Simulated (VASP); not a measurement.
Input of a VASP 6.6.1 run:

Contents of INCAR:

```
ALGO = Normal
EDIFF = 1E-7
ENCUT = 520
GGA = PE
ISIF = 2
ISMEAR = 0
LASPH = True
LCHARG = True
LELF = True
LREAL = False
LVHAR = True
LWAVE = False
NBANDS = 12
NELM = 80
PREC = Accurate
SIGMA = 0.1
```

KPOINTS

```
k-points
0
Gamma
  6 6 6
```

File POSCAR:

```
Be2Se
1.0
    0.0000000000      2.7662803145      2.7662803145
    2.7662803145      0.0000000000      2.7662803145
    2.7662803145      2.7662803145      0.0000000000
Be Se
2 1
Direct
    0.7500000000      0.7500000000      0.7500000000
    0.5000000000      0.5000000000      0.5000000000
    0.0000000000      0.0000000000      0.0000000000
```

Potentials or basis: VASP PAW PBE potentials, release 64 (Be, Se).

Launch:

```console
$ cat potpaw_PBE.64/Be/POTCAR potpaw_PBE.64/Se/POTCAR > POTCAR
$ mpirun -np 1 vasp_std > vasp.out
```

What does it give for the band gap on the k mesh?

0.07 eV (least direct gap 0.08 eV).

Predict the pressure.

0.2 GPa.

A k mesh can miss the band edges.
